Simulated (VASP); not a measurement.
# CuRu2 (Fd-3m) in VASP: a series of runs

CuRu2 is run at these levels: PBE; tasks: single point, relaxation of cell and atoms.

All numbers are computed with VASP 6.6.1; they aren't measurements. Logs are shortened: lines on timing, memory, paths and dates and some standing lists are left out, and cuts for length are marked.

## (1) The cell of the first run

The structure is cubic, space group Fd-3m (No. 227). Conventional cell: a = 6.844 Å, b = 6.844 Å, c = 6.844 Å, α = 90.00°, β = 90.00°, γ = 90.00°. Cu (site symmetry -43m) has 12 Ru at 2.84 Å and 4 Cu at 2.96 Å within 3.7 Å. Within 3.2 Å of Ru (site symmetry -3m) lie 6 Ru at 2.42 Å and 6 Cu at 2.84 Å.

The cell was generated, and may not be a known phase.

## (2) Single point, PBE

INCAR

```
ALGO     = Fast           # electronic algorithm
EDIFF    = 1E-7           # SCF threshold, eV
ENCUT    = 520            # plane-wave cutoff, eV
GGA      = PE             # functional
ISIF     = 2              # what is computed and relaxed
ISMEAR   = 0              # smearing method
LASPH    = T              # aspherical terms in the spheres
LCHARG   = F              # write CHGCAR
LREAL    = F              # projectors in reciprocal space
LWAVE    = F              # write WAVECAR
NBANDS   = 48             # bands
NELM     = 100            # most SCF steps
PREC     = Accurate       # precision mode
SIGMA    = 0.1            # smearing width, eV
```

KPOINTS

```
k-points
0
Gamma
  4 4 4
```

POSCAR

```
CuRu2
1.0
    0.0000000000      3.4220271500      3.4220271500
    3.4220271500      0.0000000000      3.4220271500
    3.4220271500      3.4220271500      0.0000000000
Cu Ru
2 4
Direct
    0.5000000000      0.5000000000      0.5000000000
    0.7500000000      0.7500000000      0.7500000000
    0.1250000000      0.1250000000      0.1250000000
    0.6250000000      0.1250000000      0.1250000000
    0.1250000000      0.6250000000      0.1250000000
    0.1250000000      0.1250000000      0.6250000000
```

Potentials or basis: VASP PAW PBE potentials, release 64 (Cu, Ru_pv).

Command:

```
$ cat potpaw_PBE.64/Cu/POTCAR potpaw_PBE.64/Ru_pv/POTCAR > POTCAR
$ mpirun -np 1 vasp_std > vasp.out
```

OUTCAR:

```text
EDIFF = 1E-7
   ENCUT = 520
   GGA = PE
   ISIF = 2
   ISMEAR = 0
   LASPH = T
   LREAL = F
   NELM = 100
   PREC = Accurate

 ion  position               nearest neighbor table
   1  0.500  0.500  0.500-   3 2.84   5 2.84   6 2.84   3 2.84   4 2.84   6 2.84   3 2.84   4 2.84
                             5 2.84   4 2.84   5 2.84   6 2.84
   2  0.750  0.750  0.750-   4 2.84   5 2.84   6 2.84   3 2.84   4 2.84   5 2.84   3 2.84   4 2.84
                             6 2.84   3 2.84   5 2.84   6 2.84
   3  0.125  0.125  0.125-   4 2.42   5 2.42   6 2.42   6 2.42   5 2.42   4 2.42   1 2.84   2 2.84
                             1 2.84   2 2.84   1 2.84   2 2.84
   4  0.625  0.125  0.125-   3 2.42   6 2.42   5 2.42   3 2.42   5 2.42   6 2.42   2 2.84   1 2.84
                             1 2.84   2 2.84   2 2.84   1 2.84
   5  0.125  0.625  0.125-   3 2.42   6 2.42   3 2.42   4 2.42   6 2.42   4 2.42   2 2.84   1 2.84
                             2 2.84   2 2.84   1 2.84   1 2.84
   6  0.125  0.125  0.625-   3 2.42   3 2.42   4 2.42   5 2.42   5 2.42   4 2.42   1 2.84   2 2.84
                             1 2.84   2 2.84   1 2.84   2 2.84

  LATTYP: Found a face centered cubic cell.
 ALAT       =     6.8440543000

  Lattice vectors:

 A1 = (   0.0000000000,   3.4220271500,   3.4220271500)
 A2 = (   3.4220271500,   0.0000000000,   3.4220271500)
 A3 = (   3.4220271500,   3.4220271500,   0.0000000000)

Analysis of symmetry for initial positions (statically):
=====================================================================
 Subroutine PRICEL returns:
 Original cell was already a primitive cell.

 Routine SETGRP: Setting up the symmetry group for a
 face centered cubic supercell.

 Subroutine GETGRP returns: Found 48 space group operations
 (whereof 24 operations were pure point group operations)
 out of a pool of 48 trial point group operations.

The static configuration has the point symmetry T_d .
 The point group associated with its full space group is O_h .

Analysis of symmetry for dynamics (positions and initial velocities):
=====================================================================
 Subroutine PRICEL returns:
 Original cell was already a primitive cell.

 Routine SETGRP: Setting up the symmetry group for a
 face centered cubic supercell.

 Subroutine GETGRP returns: Found 48 space group operations
 (whereof 24 operations were pure point group operations)
 out of a pool of 48 trial point group operations.

The dynamic configuration has the point symmetry T_d .
 The point group associated with its full space group is O_h .

 Subroutine INISYM returns: Found 48 space group operations
 (whereof 24 operations are pure point group operations),
 and found     1 'primitive' translations

----------------------------------------------------------------------------------------

                                     Primitive cell

  volume of cell :      80.1457

  direct lattice vectors                    reciprocal lattice vectors
     0.000000000  3.422027150  3.422027150    -0.146112225  0.146112225  0.146112225
     3.422027150  0.000000000  3.422027150     0.146112225 -0.146112225  0.146112225
     3.422027150  3.422027150  0.000000000     0.146112225  0.146112225 -0.146112225

  length of vectors
     4.839477206  4.839477206  4.839477206     0.253073797  0.253073797  0.253073797

  position of ions in fractional coordinates (direct lattice)
     0.500000000  0.500000000  0.500000000
     0.750000000  0.750000000  0.750000000
     0.125000000  0.125000000  0.125000000
     0.625000000  0.125000000  0.125000000
     0.125000000  0.625000000  0.125000000
     0.125000000  0.125000000  0.625000000

  ion indices of the primitive-cell ions
   primitive index   ion index
                 1           1
                 2           2
                 3           3
                 4           4
                 5           5
                 6           6

----------------------------------------------------------------------------------------

 KPOINTS: k-points

Automatic generation of k-mesh.
 Grid dimensions read from file:
 generate k-points for:    4    4    4

 Generating k-lattice:

  Cartesian coordinates                     Fractional coordinates (reciprocal lattice)
    -0.036528056  0.036528056  0.036528056     0.250000000  0.000000000  0.000000000
     0.036528056 -0.036528056  0.036528056     0.000000000  0.250000000  0.000000000
     0.036528056  0.036528056 -0.036528056     0.000000000  0.000000000  0.250000000

  Length of vectors
     0.063268449  0.063268449  0.063268449

  Shift w.r.t. Gamma in fractional coordinates (k-lattice)
     0.000000000  0.000000000  0.000000000

 Subroutine IBZKPT returns following result:
 ===========================================

 Found      8 irreducible k-points:

 Following reciprocal coordinates:
            Coordinates               Weight
  0.000000  0.000000  0.000000      1.000000
  0.250000  0.000000  0.000000      8.000000
  0.500000  0.000000  0.000000      4.000000
  0.250000  0.250000  0.000000      6.000000
  0.500000  0.250000  0.000000     24.000000
 -0.250000  0.250000  0.000000     12.000000
  0.500000  0.500000  0.000000      3.000000
 -0.250000  0.500000  0.250000      6.000000
   k-points           NKPTS =      8   k-points in BZ     NKDIM =      8   number of bands    NBANDS=     48
   number of dos      NEDOS =    301   number of ions     NIONS =      6
   total plane-waves  NPLWV =  46656
   dimension x,y,z NGX =    36 NGY =   36 NGZ =   36
   dimension x,y,z NGXF=    72 NGYF=   72 NGZF=   72
   ions per type =               2   4
   NGX,Y,Z   is equivalent  to a cutoff of  12.37, 12.37, 12.37 a.u.
   NGXF,Y,Z  is equivalent  to a cutoff of  24.73, 24.73, 24.73 a.u.
 SYSTEM =  unknown system
   PREC   = accura    normal or accurate (medium, high low for compatibility)
   ISTART =      0    job   : 0-new  1-cont  2-samecut
   ICHARG =      2    charge: 1-file 2-atom 10-const
   ISPIN  =      1    spin polarized calculation?
   LNONCOLLINEAR =      F non collinear calculations
   LSORBIT =      F    spin-orbit coupling
   LASPH  =      T    aspherical Exc in radial PAW
   ENCUT  =  520.0 eV  38.22 Ry    6.18 a.u.   9.00  9.00  9.00*2*pi/ulx,y,z
   NELM   =    100;   NELMIN=  2; NELMDL= -5     # of ELM steps
   EDIFF  = 0.1E-06   stopping-criterion for ELM
   LREAL  =      F    real-space projection
   EDIFFG = 0.1E-05   stopping-criterion for IOM
   NSW    =      0    number of steps for IOM
   IBRION =     -1    ionic relax: 0-MD 1-quasi-New 2-CG
   NFREE  =      0    steps in history (QN), initial steepest desc. (CG)
   ISIF   =      2    stress and relaxation
   ISYM   =      2    0-nonsym 1-usesym 2-fastsym
   POTIM  = 0.5000    time-step for ionic-motion
   TEBEG  =    0.0;   TEEND  =   0.0 temperature during run
   PSTRESS=    0.0 pullay stress
   NELECT =      78.0000    total number of electrons
   NUPDOWN=      -1.0000    fix difference up-down
   EMIN   =  10.00;   EMAX   =-10.00  energy-range for DOS
   EFERMI =   0.00;   METHOD = LEGACY
   ISMEAR =     0;   SIGMA  =   0.10  broadening in eV -4-tet -1-fermi 0-gaus
   EFERMI_NEDOS =   21; number of points for ismear=-14 and -15
   IALGO  =     68    algorithm
   IMIX   =      4    mixing-type and parameters
     AMIX     =   0.40;   BMIX     =  1.00
     AMIX_MAG =   1.60;   BMIX_MAG =  1.00
  volume/ion in A,a.u.               =      13.36        90.14
  Fermi-wavevector in a.u.,A,eV,Ry     =   1.622356  3.065809 35.811079  2.632040
  Thomas-Fermi vector in A             =   2.715983
   LORBIT       =      0    0 simple, 1 ext, 2 COOP (PROOUT), +10 PAW based schemes
   GGA     = PE    functional components
   LHFCALC =     F    Hartree Fock is set to
   AEXX    =    0.0000 exact exchange contribution
   IVDW    =     0    specifies the selected vdW correction
   LEPSILON=     F    determine dielectric tensor
   LRPA    =     F    only Hartree local field effects (RPA)
 non-spin polarized calculation
 RMM-DIIS sequential band-by-band and
 Gauss-broadening in eV      SIGMA  =   0.10
  energy-cutoff  :      520.00
  volume of cell :       80.15
 maximum number of plane-waves:      2180
   NGX = 17   NGY = 17   NGZ = 17

 number of electron      78.0000033 magnetization

 Free energy of the ion-electron system (eV)
  ---------------------------------------------------
  ext. energy  EPLUGINS =         0.00000000
  ---------------------------------------------------
  free energy    TOTEN  =       -39.38830010 eV

  energy without entropy =      -39.35191734  energy(sigma->0) =      -39.37010872

 E-fermi :  10.9498     XC(G=0): -13.4170

 val. band max:       10.9231567121   @ k =  -0.2500   0.2500   0.0000
 cond. band min:      10.9632419613   @ k =   0.2500   0.0000   0.0000
 fundamental gap:      0.0400852493
 Fermi energy:        10.9498415275

 k-point     1 :       0.0000    0.0000    0.0000
  band No.  band energies     occupation
      1     -34.0063      2.00000
      2     -32.7602      2.00000
      3     -32.7602      2.00000
      4     -32.7602      2.00000
      5     -32.3352      2.00000
      6     -32.3352      2.00000
[... 40 lines left out ...]
     47      14.5223      0.00000
     48      17.1048      0.00000

 k-point     2 :       0.2500    0.0000    0.0000
  band No.  band energies     occupation
      1     -33.8199      2.00000
      2     -32.7158      2.00000
      3     -32.6793      2.00000
      4     -32.6793      2.00000
      5     -32.2795      2.00000
      6     -32.2795      2.00000
[... 40 lines left out ...]
     47      14.8473      0.00000
     48      16.6659      0.00000

 k-point     3 :       0.5000    0.0000    0.0000
  band No.  band energies     occupation
      1     -33.5957      2.00000
      2     -32.6043      2.00000
      3     -32.6043      2.00000
      4     -32.5514      2.00000
      5     -32.2419      2.00000
      6     -32.0368      2.00000
[... 244 lines left out ...]
     47      15.1731      0.00000
     48      15.1731      0.00000

 k-point     8 :      -0.2500    0.5000    0.2500
  band No.  band energies     occupation
      1     -33.1281      2.00000
      2     -33.1281      2.00000
      3     -32.4115      2.00000
      4     -32.4115      2.00000
      5     -32.1650      2.00000
      6     -32.1650      2.00000
[... 40 lines left out ...]
     47      17.1900      0.00000
     48      17.1900      0.00000

------------------------ aborting loop because EDIFF is reached ----------------------------------------

  FORCE on cell =-STRESS in cart. coord.  units (eV):
  Direction    XX          YY          ZZ          XY          YZ          ZX
  --------------------------------------------------------------------------------------
  -------------------------------------------------------------------------------------
  Total       13.6919773     13.6919773     13.6919773      0.0000000     -0.0000000     -0.0000000
  in kB      273.7136177    273.7136177    273.7136177      0.0000000     -0.0000000     -0.0000000
  external PRESSURE =     273.7136177 kB  Pullay stress =       0.0000000 kB

 VOLUME and BASIS-vectors are now :
 -----------------------------------------------------------------------------
  energy-cutoff  :      520.00
  volume of cell :       80.15
      direct lattice vectors                 reciprocal lattice vectors
     0.000000000  3.422027150  3.422027150    -0.146112225  0.146112225  0.146112225
     3.422027150  0.000000000  3.422027150     0.146112225 -0.146112225  0.146112225
     3.422027150  3.422027150  0.000000000     0.146112225  0.146112225 -0.146112225

 POSITION                                       TOTAL-FORCE (eV/Angst)
 -----------------------------------------------------------------------------------
      3.42203      3.42203      3.42203         0.000000      0.000000      0.000000
      5.13304      5.13304      5.13304         0.000000     -0.000000     -0.000000
      0.85551      0.85551      0.85551        -0.000000     -0.000000      0.000000
      0.85551      2.56652      2.56652        -0.000000     -0.000000     -0.000000
      2.56652      0.85551      2.56652        -0.000000     -0.000000      0.000000
      2.56652      2.56652      0.85551        -0.000000     -0.000000      0.000000
 -----------------------------------------------------------------------------------
    total drift:                                0.000000      0.000000      0.000000

  FREE ENERGIE OF THE ION-ELECTRON SYSTEM (eV)
  ---------------------------------------------------
  free  energy   TOTEN  =       -39.3883001038 eV

  energy  without entropy=      -39.3519173375  energy(sigma->0) =      -39.37010872
```

It took 72 s on 1 thread of Intel Xeon 6975P-C (Granite Rapids), shared host; peak memory 0.2 GiB.

What came out:

```
Free energy            : -39.3883 eV
Pressure               : 27.4 GPa
Band gap on the k mesh : zero (bands 39 and 40 overlap by 1.76 eV)
```

Levels at points of the mesh, in eV from the Fermi level:
```csv
k point,band 36,band 37,band 38,band 39,band 40,band 41,band 42,band 43
"(0.00, 0.00, 0.00)",0.41,0.41,0.41,0.65,0.65,2.32,2.88,2.88
"(0.50, 0.00, 0.00)",-1.41,-0.59,-0.59,-0.06,0.24,0.24,0.47,0.47
"(0.50, 0.50, 0.00)",-1.36,-1.15,-1.15,-1.11,-1.11,0.12,0.12,0.49
```

Caveat: the k points lie up to 0.40 Å⁻¹ apart, too coarse for converged energies and pressures of a metal.

## (3) Single point, PBE

This run uses another cell than the first one, of 14.85 Å³/atom.

INCAR

```
SYSTEM = CuRu2
ALGO = Normal
EDIFF = 1E-6
ENCUT = 520
GGA = PE
ISIF = 2
ISMEAR = 0
LASPH = .TRUE.
LCHARG = .FALSE.
LREAL = .FALSE.
LWAVE = .FALSE.
NBANDS = 48
NELM = 60
PREC = Accurate
SIGMA = 0.1
```

KPOINTS

```
k-points
0
G
  4 4 4
  0 0 0
```

POSCAR, as its differences from that of step 2:

```diff
@@ -2,5 +2,5 @@
 1.0
-    0.0000000000      3.4220271500      3.4220271500
-    3.4220271500      0.0000000000      3.4220271500
-    3.4220271500      3.4220271500      0.0000000000
+    0.0000000000      3.5451466228      3.5451466228
+    3.5451466228      0.0000000000      3.5451466228
+    3.5451466228      3.5451466228      0.0000000000
 Cu Ru
```

Potentials or basis: VASP PAW PBE potentials, release 64 (Cu, Ru_pv).

Command:

```
$ cat potpaw_PBE.64/Cu/POTCAR potpaw_PBE.64/Ru_pv/POTCAR > POTCAR
$ mpirun -np 1 vasp_std > vasp.out
```

Run time: 62 s. Hardware: 1 thread of Intel Xeon 6975P-C (Granite Rapids), shared host; peak memory 0.23 GiB.

The run converged. Its results:

```yaml
Free_energy: -40.0927 eV
Pressure: 0.3 GPa
Band_gap_on_the_k_mesh: zero (bands 39 and 40 overlap by 1.52 eV)
```

Levels at points of the mesh, in eV from the Fermi level:
| k point | band 35 | band 36 | band 37 | band 38 | band 39 | band 40 | band 41 | band 42 | band 43 | band 44 |
| --- | --- | --- | --- | --- | --- | --- | --- | --- | --- | --- |
| (0.00, 0.00, 0.00) | 0.07 | 0.35 | 0.35 | 0.35 | 0.54 | 0.54 | 2.05 | 2.73 | 2.73 | 2.73 |
| (0.50, 0.00, 0.00) | -1.55 | -1.26 | -0.54 | -0.54 | -0.04 | 0.21 | 0.21 | 0.39 | 0.39 | 3.02 |
| (0.50, 0.50, 0.00) | -1.20 | -1.20 | -0.98 | -0.98 | -0.98 | -0.98 | 0.10 | 0.10 | 0.41 | 0.41 |

Caveat: the k points lie up to 0.38 Å⁻¹ apart, too coarse for converged energies and pressures of a metal.

## (4) Relaxation of cell and atoms, PBE

INCAR

```
SYSTEM = CuRu2
ALGO     = Normal         ! electronic algorithm
EDIFF    = 1E-6           ! SCF threshold, eV
EDIFFG   = -0.04          ! ionic threshold
ENCUT    = 600            ! plane-wave cutoff, eV
GGA      = PE             ! functional
IBRION   = 2              ! ionic algorithm
ISIF     = 3              ! what is computed and relaxed
ISMEAR   = 0              ! smearing method
LASPH    = .True.         ! aspherical terms in the spheres
LCHARG   = .False.        ! write CHGCAR
LREAL    = .False.        ! projectors in reciprocal space
LWAVE    = .False.        ! write WAVECAR
NELM     = 80             ! most SCF steps
NSW      = 90             ! ionic steps
PREC     = Accurate       ! precision mode
SIGMA    = 0.1            ! smearing width, eV
```

KPOINTS

```
k-points
0
Gamma
  4 4 4
  0 0 0
```

POSCAR, as its differences from that of step 3:

```diff
@@ -2,5 +2,5 @@
 1.0
-    0.0000000000      3.5451466228      3.5451466228
-    3.5451466228      0.0000000000      3.5451466228
-    3.5451466228      3.5451466228      0.0000000000
+    0.0000000000      3.4220271500      3.4220271500
+    3.4220271500      0.0000000000      3.4220271500
+    3.4220271500      3.4220271500      0.0000000000
 Cu Ru
```

Command:

```
$ cat potpaw_PBE.64/Cu/POTCAR potpaw_PBE.64/Ru_pv/POTCAR > POTCAR
$ mpirun -np 1 vasp_std > vasp.out
```

Wall time 3.5 min (1 thread of Intel Xeon 6975P-C (Granite Rapids), shared host); peak memory 0.25 GiB.

It converged, with:

| Property | Result |
| --- | --- |
| Free energy | -40.0856 eV |
| Relaxed volume | 14.89 Å³/atom |
| Relaxed cell | a = 5.017 Å, b = 5.017 Å, c = 5.017 Å, α = 60.00°, β = 60.00°, γ = 60.00° |
| Space group after relaxing (to 0.1 Å) | Fd-3m (No. 227) |
| Energy gained by relaxing | 116.3 meV/atom |
| Ionic steps | 4 |
| Pressure after relaxing | -0.3 GPa |
| Band gap on the k mesh | zero (bands 39 and 40 overlap by 1.51 eV) |

Step by step:
```
step  energy change (eV)  largest force (eV/Å)  pressure (GPa)  volume (Å³)
   1              0.0000                0.0000           27.44        80.15
   2              1.2397                0.0000          -24.67       109.72
   3             -0.6951                0.0000           -1.37        89.85
   4             -0.6978                0.0000           -0.26        89.31
```

Final structure:
```cif
data_structure
_symmetry_space_group_name_H-M 'P 1'
_symmetry_Int_Tables_number 1
_cell_length_a 5.0174
_cell_length_b 5.0174
_cell_length_c 5.0174
_cell_angle_alpha 60.000
_cell_angle_beta 60.000
_cell_angle_gamma 60.000
_cell_volume 89.31
loop_
_atom_site_label
_atom_site_type_symbol
_atom_site_fract_x
_atom_site_fract_y
_atom_site_fract_z
_atom_site_occupancy
Cu1 Cu 0.50000 0.50000 0.50000 1
Cu2 Cu 0.75000 0.75000 0.75000 1
Ru1 Ru 0.12500 0.12500 0.12500 1
Ru2 Ru 0.62500 0.12500 0.12500 1
Ru3 Ru 0.12500 0.62500 0.12500 1
Ru4 Ru 0.12500 0.12500 0.62500 1
```

Levels at points of the mesh, in eV from the Fermi level:
```
           k point  band 36  band 37  band 38  band 39  band 40  band 41  band 42  band 43
(0.00, 0.00, 0.00)     0.34     0.34     0.34     0.53     0.53     2.04     2.73     2.73
(0.50, 0.00, 0.00)    -1.26    -0.54    -0.54    -0.04     0.21     0.21     0.39     0.39
(0.50, 0.50, 0.00)    -1.20    -0.98    -0.98    -0.98    -0.98     0.10     0.10     0.41
```

Caveat: the k points lie up to 0.38 Å⁻¹ apart in the final cell, too coarse for converged energies and pressures of a metal.

(Continued in part 2 of 2.)

The gap in the log of VASP goes by the Fermi energy; the results here count the filled bands.